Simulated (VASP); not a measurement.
CdF2:

```
CELL_PARAMETERS angstrom
0.00000 2.67592 2.67592
2.67592 0.00000 2.67592
2.67592 2.67592 0.00000
ATOMIC_POSITIONS crystal
Cd 0.00000 0.00000 0.00000
F 0.75000 0.75000 0.75000
F 0.25000 0.25000 0.25000
```

Base run:

| Property | Result |
| --- | --- |
| Program | VASP 6.6.1 |
| Functional | r2SCAN |
| Potentials or basis | VASP PAW PBE potentials, release 64 (Cd, F) |
| Cutoff | 520 eV |
| k mesh | 9 × 9 × 9 |
| Occupations | fermi-dirac, width 0.05 eV |
| Spin | no spin polarisation |

Its results: band gap on the k mesh 3.85 eV, indirect (least direct gap 4.30 eV); pressure 3.5 GPa.

Problem. The run is repeated on the same cell with these changes: functional from r2SCAN to PBEsol. What comes out?

Solution. Band gap on the k mesh 3.00 eV, indirect (least direct gap 3.44 eV); pressure 2.9 GPa.

r2SCAN gives the wider gap, since meta-GGAs in the generalised Kohn-Sham scheme recover part of the derivative discontinuity.

Caveats: the PAW data sets were made with another functional, which shifts forces and pressure a little.

A k mesh can miss the band edges.
